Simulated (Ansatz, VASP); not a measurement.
## TaN: VASP beside Ansatz

```
Ta N
1.0
     0.00000    2.17476    2.17476
     2.17476    0.00000    2.17476
     2.17476    2.17476    0.00000
Ta N
1 1
Direct
  0.00000 0.00000 0.00000
  0.50000 0.50000 0.50000
```

Alike in both runs: functional LDA; k mesh 8 × 8 × 8; occupations gaussian, width 0.1 eV; no spin polarisation.

Ansatz relaxed the structure, and its values are those at the end. VASP's run is a single point on that final structure, the one shown.

|  | VASP | Ansatz |
| --- | --- | --- |
| version | VASP 6.6.1 | Ansatz 0.2.0 |
| potentials or method | VASP PAW LDA potentials, release 64 (Ta_pv, N), cutoff 600 eV | scalar-relativistic, plane waves, PAW |
| valence electrons in the cell | 16 | 18 |

```csv
,VASP,Ansatz,Ansatz less VASP
gap on the k mesh at the Fermi level (eV),none,none,-
pressure (GPa),1.9,-0.3,-2.22
```

Ansatz warns that its potentials were made for another functional, while VASP's fit it. LDA's correlation is that of Perdew and Zunger in VASP and of Perdew and Wang (1992) in Ansatz. A gap of «none» marks a metal or a gap that the smearing closes. VASP's potentials hold 16 valence electrons a cell and Ansatz's 18, so a difference there can come from the potentials and not from the codes.

Neither program's run includes spin-orbit coupling.
